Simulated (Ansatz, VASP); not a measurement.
## Two plane-wave programs on Yb

```xyz
2
Lattice="3.9369 0.0000 0.0000 -1.9685 3.4095 0.0000 0.0000 0.0000 6.4805" Properties=species:S:1:pos:R:3 pbc="T T T"
Yb    0.0000    2.2730    1.6201
Yb    1.9685    1.1365    4.8604
```

Alike in both runs: task single point; functional RPBE; k mesh 11 × 11 × 6; occupations fermi-dirac, width 0.1 eV; no spin polarisation.

```csv
,VASP,Ansatz
version,VASP 6.6.1,Ansatz 0.2.0
potentials or method,"VASP PAW PBE potentials, release 64 (Yb), cutoff 520 eV","plane waves (420 eV) with PAW, scalar-relativistic"
valence electrons in the cell,48,48
```

|  | VASP | Ansatz | Ansatz less VASP |
| --- | --- | --- | --- |
| pressure (GPa) | -1.8 | -1.5 | +0.36 |

VASP's potentials were made for PBE, not for RPBE. The functional is the same, so the differences come from potentials, cutoffs and numerics.

Spin-orbit coupling is off throughout.
